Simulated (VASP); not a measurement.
Here is a VASP 6.6.1 calculation.

Contents of INCAR:

```
SYSTEM = K
PREC     = Accurate       ! precision mode
ENCUT    = 500            ! plane-wave cutoff, eV
EDIFF    = 1E-7           ! SCF threshold, eV
ISMEAR   = -1             ! smearing method
SIGMA    = 0.1            ! smearing width, eV
LREAL    = .False.        ! projectors in reciprocal space
LASPH    = .True.         ! aspherical terms in the spheres
NELM     = 120            ! most SCF steps
ALGO     = Normal         ! electronic algorithm
ISIF     = 8              ! what is computed and relaxed
LWAVE    = .False.        ! write WAVECAR
LCHARG   = .False.        ! write CHGCAR
IBRION   = 2              ! ionic algorithm
NSW      = 80             ! ionic steps
EDIFFG   = -0.02          ! ionic threshold
GGA_COMPAT= .False.      
NELMIN   = 4
```

Contents of KPOINTS:

```
regular mesh
0
Gamma
  5 5 5
  0 0 0
```

The input POSCAR:

```
K
1.0
   -2.6125000000      2.6125000000      2.6125000000
    2.6125000000     -2.6125000000      2.6125000000
    2.6125000000      2.6125000000     -2.6125000000
K
1
Direct
    0.0000000000      0.0000000000      0.0000000000
```

Potentials or basis: VASP PAW LDA potentials, release 64 (K_sv).

Command:

```sh
$ cat potpaw_LDA.64/K_sv/POTCAR > POTCAR
$ mpirun -np 1 vasp_std > vasp.out
```

Task: Estimate the relaxed volume.

Result: 64.51 Å³/atom.

Task: What does it give for the band gap on the k mesh?

Result: Zero (an odd number of electrons rules out a gap without spin polarisation).

Task: What does it give for the space group after relaxing (to 0.1 Å)?

Result: Im-3m (No. 229).

Final structure:
```
K
1.0
    -2.52648    2.52648    2.52648
     2.52648   -2.52648    2.52648
     2.52648    2.52648   -2.52648
K
1
Direct
  0.00000 0.00000 0.00000
```

LDA usually gives volumes a few per cent too small. Zero-point motion and thermal expansion aren't in these numbers.
